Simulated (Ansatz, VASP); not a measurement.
**Two plane-wave programs on P**

```
P
1.0
     3.48798    0.00000    0.00000
     0.00000    7.25649    0.00000
     0.00000    0.00000    3.46683
P
6
Direct
  0.75000 0.33334 0.24744
  0.25000 0.66666 0.75256
  0.25000 0.33334 0.75256
  0.75000 0.66666 0.24744
  0.25000 0.00000 0.74489
  0.75000 0.00000 0.25511
```

Alike in both runs: functional PBE; k mesh 6 × 4 × 4; occupations gaussian, width 0.1 eV; no spin polarisation.

Ansatz relaxed the structure, and its values are those at the end. VASP's run is a single point on that final structure, the one shown.

```csv
,VASP,Ansatz
version,VASP 6.6.1,Ansatz 0.2.0
potentials or method,"VASP PAW PBE potentials, release 64 (P), cutoff 500 eV","scalar-relativistic, plane waves, PAW"
valence electrons in the cell,30,30
```

|  | VASP | Ansatz | Ansatz less VASP |
| --- | --- | --- | --- |
| gap on the k mesh at the Fermi level (eV) | none | none | - |
| pressure (GPa) | -0.2 | 0.0 | +0.28 |

A gap of «none» marks a metal or a gap that the smearing closes.

The k mesh is coarse, so the values compare programs but aren't converged.
